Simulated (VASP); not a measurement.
# Pd (Fm-3m) in VASP: further runs

The runs below take Pd through single point, with RPBE.

Everything below comes from runs of VASP 6.6.1. Logs are shortened: lines on timing, memory, paths and dates and some standing lists are left out, and cuts for length are marked.

**1. The cell of the first run**

The structure is cubic, space group Fm-3m (No. 225). The conventional cell has a = 3.919 Å, b = 3.919 Å, c = 3.919 Å, α = 90.00°, β = 90.00°, γ = 90.00°. Pd (site symmetry m-3m) has 12 Pd at 2.77 Å within 3.7 Å.

**2. Single point, RPBE**

INCAR

```
  PREC = Accurate
  ENCUT = 520
  EDIFF = 1E-6
  ISMEAR = -1
  SIGMA = 0.05
  LREAL = F
  LASPH = T
  NELM = 60
  ALGO = Normal
  ISIF = 2
  LWAVE = F
  LCHARG = F
  GGA = RP
  NBANDS = 11
```

KPOINTS

```
Automatic mesh
0
Gamma
  12 12 12
```

POSCAR

```
Pd
1.0
    0.0000000000      1.9593911042      1.9593911042
    1.9593911042      0.0000000000      1.9593911042
    1.9593911042      1.9593911042      0.0000000000
Pd
1
Direct
    0.0000000000      0.0000000000      0.0000000000
```

Potentials or basis: VASP PAW PBE potentials, release 64 (Pd).

Command:

```
cat potpaw_PBE.64/Pd/POTCAR > POTCAR
mpirun -np 1 vasp_std > vasp.out
```

OUTCAR:

```text
PREC = Accurate
   ENCUT = 520
   EDIFF = 1E-6
   ISMEAR = -1
   LREAL = F
   LASPH = T
   NELM = 60
   ISIF = 2
   GGA = RP

 ion  position               nearest neighbor table
   1  0.000  0.000  0.000-

  LATTYP: Found a face centered cubic cell.
 ALAT       =     3.9187822084

  Lattice vectors:

 A1 = (   0.0000000000,   1.9593911042,   1.9593911042)
 A2 = (   1.9593911042,   0.0000000000,   1.9593911042)
 A3 = (   1.9593911042,   1.9593911042,   0.0000000000)

Analysis of symmetry for initial positions (statically):
[... 33 lines left out ...]
                                     Primitive cell

  volume of cell :      15.0450

  direct lattice vectors                    reciprocal lattice vectors
     0.000000000  1.959391104  1.959391104    -0.255181316  0.255181316  0.255181316
     1.959391104  0.000000000  1.959391104     0.255181316 -0.255181316  0.255181316
     1.959391104  1.959391104  0.000000000     0.255181316  0.255181316 -0.255181316

  length of vectors
     2.770997474  2.770997474  2.770997474     0.441987004  0.441987004  0.441987004

  position of ions in fractional coordinates (direct lattice)
     0.000000000  0.000000000  0.000000000

  ion indices of the primitive-cell ions
   primitive index   ion index
                 1           1

----------------------------------------------------------------------------------------

 KPOINTS: Automatic mesh

Automatic generation of k-mesh.
 Grid dimensions read from file:
 generate k-points for:   12   12   12

 Generating k-lattice:

  Cartesian coordinates                     Fractional coordinates (reciprocal lattice)
    -0.021265110  0.021265110  0.021265110     0.083333333  0.000000000  0.000000000
     0.021265110 -0.021265110  0.021265110     0.000000000  0.083333333  0.000000000
     0.021265110  0.021265110 -0.021265110     0.000000000  0.000000000  0.083333333

  Length of vectors
     0.036832250  0.036832250  0.036832250

  Shift w.r.t. Gamma in fractional coordinates (k-lattice)
     0.000000000  0.000000000  0.000000000

 Subroutine IBZKPT returns following result:
 ===========================================

 Found     72 irreducible k-points:

 Following reciprocal coordinates:
            Coordinates               Weight
  0.000000  0.000000  0.000000      1.000000
  0.083333  0.000000  0.000000      8.000000
  0.166667  0.000000  0.000000      8.000000
  0.250000  0.000000  0.000000      8.000000
  0.333333  0.000000  0.000000      8.000000
  0.416667  0.000000  0.000000      8.000000
[... 16 lines left out ...]
  0.500000  0.166667  0.000000     24.000000
 -0.416667  0.166667  0.000000     24.000000
 [... further k-points ...]
   k-points           NKPTS =     72   k-points in BZ     NKDIM =     72   number of bands    NBANDS=     11
   number of dos      NEDOS =    301   number of ions     NIONS =      1
   total plane-waves  NPLWV =  13824
   dimension x,y,z NGX =    24 NGY =   24 NGZ =   24
   dimension x,y,z NGXF=    48 NGYF=   48 NGZF=   48
   ions per type =               1
   NGX,Y,Z   is equivalent  to a cutoff of  14.40, 14.40, 14.40 a.u.
   NGXF,Y,Z  is equivalent  to a cutoff of  28.80, 28.80, 28.80 a.u.
 SYSTEM =  unknown system
   PREC   = accura    normal or accurate (medium, high low for compatibility)
   ISTART =      0    job   : 0-new  1-cont  2-samecut
   ICHARG =      2    charge: 1-file 2-atom 10-const
   ISPIN  =      1    spin polarized calculation?
   LNONCOLLINEAR =      F non collinear calculations
   LSORBIT =      F    spin-orbit coupling
   LASPH  =      T    aspherical Exc in radial PAW
   ENCUT  =  520.0 eV  38.22 Ry    6.18 a.u.   5.15  5.15  5.15*2*pi/ulx,y,z
   NELM   =     60;   NELMIN=  2; NELMDL= -5     # of ELM steps
   EDIFF  = 0.1E-05   stopping-criterion for ELM
   LREAL  =      F    real-space projection
   EDIFFG = 0.1E-04   stopping-criterion for IOM
   NSW    =      0    number of steps for IOM
   IBRION =     -1    ionic relax: 0-MD 1-quasi-New 2-CG
   NFREE  =      0    steps in history (QN), initial steepest desc. (CG)
   ISIF   =      2    stress and relaxation
   ISYM   =      2    0-nonsym 1-usesym 2-fastsym
   POTIM  = 0.5000    time-step for ionic-motion
   TEBEG  =    0.0;   TEEND  =   0.0 temperature during run
   PSTRESS=    0.0 pullay stress
   NELECT =      10.0000    total number of electrons
   NUPDOWN=      -1.0000    fix difference up-down
   EMIN   =  10.00;   EMAX   =-10.00  energy-range for DOS
   EFERMI =   0.00;   METHOD = LEGACY
   ISMEAR =    -1;   SIGMA  =   0.05  broadening in eV -4-tet -1-fermi 0-gaus
   EFERMI_NEDOS =   21; number of points for ismear=-14 and -15
   IALGO  =     38    algorithm
   IMIX   =      4    mixing-type and parameters
     AMIX     =   0.40;   BMIX     =  1.00
     AMIX_MAG =   1.60;   BMIX_MAG =  1.00
  volume/ion in A,a.u.               =      15.05       101.53
  Fermi-wavevector in a.u.,A,eV,Ry     =   1.428709  2.699868 27.772330  2.041209
  Thomas-Fermi vector in A             =   2.548741
   LORBIT       =      0    0 simple, 1 ext, 2 COOP (PROOUT), +10 PAW based schemes
   GGA     = RP    functional components
   LHFCALC =     F    Hartree Fock is set to
   AEXX    =    0.0000 exact exchange contribution
   IVDW    =     0    specifies the selected vdW correction
   LEPSILON=     F    determine dielectric tensor
   LRPA    =     F    only Hartree local field effects (RPA)
 non-spin polarized calculation
  energy-cutoff  :      520.00
  volume of cell :       15.05
 maximum number of plane-waves:       419
 NGX is ok and might be reduce to    24
   NGX = 11   NGY = 11   NGZ = 11

 number of electron      10.0000000 magnetization

 number of electron       9.9999999 magnetization

 Free energy of the ion-electron system (eV)
  ---------------------------------------------------
  ext. energy  EPLUGINS =         0.00000000
  ---------------------------------------------------
  free energy    TOTEN  =        -4.62423008 eV

  energy without entropy =       -4.60422624  energy(sigma->0) =       -4.61422816

 E-fermi :   9.5248     XC(G=0): -12.9568

 val. band max:        9.5202628928   @ k =  -0.4167   0.4167   0.1667
 cond. band min:       9.5258363767   @ k =  -0.3333   0.4167   0.0833
 fundamental gap:      0.0055734839
 Fermi energy:         9.5247632642

 k-point     1 :       0.0000    0.0000    0.0000
  band No.  band energies     occupation
      1       2.6152      2.00000
      2       6.8053      2.00000
      3       6.8053      2.00000
      4       6.8053      2.00000
      5       8.3552      2.00000
      6       8.3552      2.00000
      7      26.7358      0.00000
      8      31.4312      0.00000
      9      31.4312      0.00000
     10      31.4312      0.00000
     11      35.8815      0.00000

 k-point     2 :       0.0833    0.0000    0.0000
  band No.  band energies     occupation
      1       2.8611      2.00000
      2       6.7230      2.00000
      3       6.8874      2.00000
      4       6.8874      2.00000
      5       8.3181      2.00000
      6       8.3181      2.00000
      7      26.9703      0.00000
      8      29.9327      0.00000
      9      31.7033      0.00000
     10      31.7033      0.00000
     11      35.9787      0.00000

 k-point     3 :       0.1667    0.0000    0.0000
  band No.  band energies     occupation
      1       3.5272      2.00000
      2       6.5822      2.00000
      3       7.0534      2.00000
      4       7.0534      2.00000
      5       8.2946      2.00000
      6       8.2946      2.00000
      7      26.6914      0.00000
      8      28.0137      0.00000
      9      32.4039      0.00000
     10      32.4039      0.00000
     11      35.6445      0.00000

 k-point     4 :       0.2500    0.0000    0.0000
  band No.  band energies     occupation
      1       4.2716      2.00000
      2       6.7906      2.00000
      3       7.0876      2.00000
      4       7.0876      2.00000
      5       8.5031      2.00000
      6       8.5031      2.00000
      7      23.9465      0.00000
      8      27.7383      0.00000
      9      32.9786      0.00000
     10      32.9786      0.00000
     11      35.2216      0.00000

 k-point     5 :       0.3333    0.0000    0.0000
  band No.  band energies     occupation
      1       4.5299      2.00000
      2       6.9555      2.00000
      3       6.9555      2.00000
      4       7.9267      2.00000
      5       8.9404      1.99998
      6       8.9404      1.99998
      7      20.8842      0.00000
      8      27.0059      0.00000
      9      32.1611      0.00000
     10      32.1611      0.00000
     11      35.7243      0.00000

 k-point     6 :       0.4167    0.0000    0.0000
  band No.  band energies     occupation
      1       4.4740      2.00000
      2       6.8148      2.00000
      3       6.8148      2.00000
      4       9.3504      1.94067
      5       9.3504      1.94067
      6       9.6324      0.20825
      7      18.1175      0.00000
      8      26.3377      0.00000
      9      30.9859      0.00000
     10      30.9859      0.00000
     11      36.2755      0.00000

 k-point     7 :       0.5000    0.0000    0.0000
  band No.  band energies     occupation
      1       4.4288      2.00000
      2       6.7593      2.00000
      3       6.7593      2.00000
      4       9.5156      1.09178
      5       9.5156      1.09177
      6      10.6497      0.00000
      7      16.7543      0.00000
      8      26.0909      0.00000
      9      30.5258      0.00000
     10      30.5258      0.00000
     11      35.9915      0.00000

 k-point     8 :       0.0833    0.0833    0.0000
  band No.  band energies     occupation
      1       2.9433      2.00000
      2       6.6299      2.00000
      3       6.9526      2.00000
      4       6.9526      2.00000
      5       8.1770      2.00000
      6       8.4253      2.00000
      7      27.0814      0.00000
      8      30.3637      0.00000
      9      31.1723      0.00000
     10      31.1723      0.00000
     11      35.9748      0.00000
[... 141 lines left out ...]
 k-point    19 :       0.1667    0.1667    0.0000
  band No.  band energies     occupation
      1       3.8326      2.00000
      2       6.1769      2.00000
      3       7.3816      2.00000
      4       7.3816      2.00000
      5       7.7834      2.00000
      6       8.6206      2.00000
      7      27.9775      0.00000
      8      28.9646      0.00000
      9      29.8628      0.00000
     10      29.8628      0.00000
     11      35.8240      0.00000

 k-point    20 :       0.2500    0.1667    0.0000
  band No.  band energies     occupation
      1       4.4698      2.00000
      2       5.9452      2.00000
      3       7.3050      2.00000
      4       7.6084      2.00000
      5       8.1250      2.00000
      6       8.7981      2.00000
      7      26.5011      0.00000
      8      28.3415      0.00000
      9      28.9778      0.00000
     10      30.2976      0.00000
     11      35.0055      0.00000

 k-point    21 :       0.3333    0.1667    0.0000
  band No.  band energies     occupation
      1       4.9758      2.00000
      2       6.0367      2.00000
      3       6.9844      2.00000
      4       7.6206      2.00000
      5       9.1396      1.99910
      6       9.1847      1.99778
      7      23.3973      0.00000
      8      27.6844      0.00000
      9      28.3018      0.00000
     10      30.4703      0.00000
     11      35.4669      0.00000

 k-point    22 :       0.4167    0.1667    0.0000
  band No.  band energies     occupation
      1       5.0074      2.00000
      2       6.4009      2.00000
      3       6.9875      2.00000
      4       7.4862      2.00000
      5       9.4726      1.47893
      6      10.7569      0.00000
      7      20.2437      0.00000
      8      26.7023      0.00000
      9      27.9731      0.00000
     10      29.7013      0.00000
     11      35.9751      0.00000

 k-point    23 :       0.5000    0.1667    0.0000
  band No.  band energies     occupation
      1       4.9713      2.00000
      2       6.3417      2.00000
      3       7.3452      2.00000
      4       7.5007      2.00000
      5       9.5569      0.68918
      6      12.6106      0.00000
      7      17.5506      0.00000
      8      25.8524      0.00000
      9      28.2440      0.00000
     10      28.7787      0.00000
     11      35.9868      0.00000

 k-point    24 :      -0.4167    0.1667    0.0000
  band No.  band energies     occupation
      1       5.0218      2.00000
      2       6.3483      2.00000
      3       7.2783      2.00000
      4       7.6984      2.00000
      5       9.2993      1.97824
      6      13.1562      0.00000
      7      17.0396      0.00000
      8      25.2697      0.00000
      9      28.3236      0.00000
     10      29.2845      0.00000
     11      35.9817      0.00000

 [... further k-points ...]
[... 5 lines left out ...]
  --------------------------------------------------------------------------------------
  -------------------------------------------------------------------------------------
  Total        0.7016508      0.7016508      0.7016508     -0.0000000      0.0000000      0.0000000
  in kB       74.7202355     74.7202355     74.7202355     -0.0000000      0.0000000      0.0000000
  external PRESSURE =      74.7202355 kB  Pullay stress =       0.0000000 kB

 VOLUME and BASIS-vectors are now :
 -----------------------------------------------------------------------------
  energy-cutoff  :      520.00
  volume of cell :       15.05
      direct lattice vectors                 reciprocal lattice vectors
     0.000000000  1.959391104  1.959391104    -0.255181316  0.255181316  0.255181316
     1.959391104  0.000000000  1.959391104     0.255181316 -0.255181316  0.255181316
     1.959391104  1.959391104  0.000000000     0.255181316  0.255181316 -0.255181316

 POSITION                                       TOTAL-FORCE (eV/Angst)
 -----------------------------------------------------------------------------------
      0.00000      0.00000      0.00000         0.000000      0.000000     -0.000000
 -----------------------------------------------------------------------------------
    total drift:                                0.000000      0.000000     -0.000000

  FREE ENERGIE OF THE ION-ELECTRON SYSTEM (eV)
  ---------------------------------------------------
  free  energy   TOTEN  =        -4.6242300773 eV

  energy  without entropy=       -4.6042262359  energy(sigma->0) =       -4.61422816
```

Run time: 6 s. Hardware: 1 thread of Intel Xeon Platinum 8488C (Sapphire Rapids), shared host; peak memory 0.14 GiB.

Results:

```yaml
Free_energy: -4.6242 eV
Pressure: 7.5 GPa
Band_gap_on_the_k_mesh: zero (band 5 reaches 9.82 eV, above the bottom of band 6 at 8.29 eV)
```

Levels at points of the mesh, in eV from the Fermi level:
```
           k point  band 3  band 4  band 5  band 6  band 7  band 8
(0.00, 0.00, 0.00)   -2.72   -2.72   -1.17   -1.17   17.21   21.91
(0.50, 0.00, 0.00)   -2.77   -0.01   -0.01    1.12    7.23   16.57
(0.50, 0.50, 0.00)   -0.04    0.30    0.30    3.42   10.63   13.19
```

Caveat: the PAW data sets were made with another functional, which shifts forces and pressure a little.

**3. Single point, RPBE**

This run uses another cell than the first one, of 15.34 Å³/atom, 1.020 times its volume.

INCAR

```
SYSTEM = Pd
  PREC = Accurate
  ENCUT = 520
  EDIFF = 1E-7
  ISMEAR = -1
  SIGMA = 0.05
  LREAL = .False.
  LASPH = .True.
  NELM = 60
  ALGO = Normal
  ISIF = 2
  LWAVE = .False.
  LCHARG = .False.
  GGA = RP
  NBANDS = 11
```

KPOINTS

```
Automatic mesh
0
Gamma
  12 12 12
  0 0 0
```

POSCAR

```
Pd
1.0
    0.0000000000      1.9721147795      1.9721147795
    1.9721147795      0.0000000000      1.9721147795
    1.9721147795      1.9721147795      0.0000000000
Pd
1
Direct
    0.0000000000      0.0000000000      0.0000000000
```

Potentials or basis: VASP PAW PBE potentials, release 64 (Pd).

Command:

```
cat potpaw_PBE.64/Pd/POTCAR > POTCAR
mpirun -np 1 vasp_std > vasp.out
```

Wall time 9.2 s (1 thread of Intel Xeon Platinum 8488C (Sapphire Rapids), shared host); peak memory 0.14 GiB.

It converged, with:

- Free energy: -4.6349 eV
- Pressure: 4.0 GPa
- Band gap on the k mesh: zero (band 5 reaches 9.49 eV, above the bottom of band 6 at 8.02 eV)

Levels at points of the mesh, in eV from the Fermi level:
```tsv
k point	band 2	band 3	band 4	band 5	band 6	band 7	band 8	band 9
(0.00, 0.00, 0.00)	-2.63	-2.63	-2.63	-1.13	-1.13	17.20	21.78	21.78
(0.50, 0.00, 0.00)	-2.68	-2.68	-0.01	-0.01	1.17	7.08	16.55	20.81
(0.50, 0.50, 0.00)	-4.76	-0.04	0.28	0.28	3.43	10.43	13.08	13.08
```

Caveat: the PAW data sets were made with another functional, which shifts forces and pressure a little.
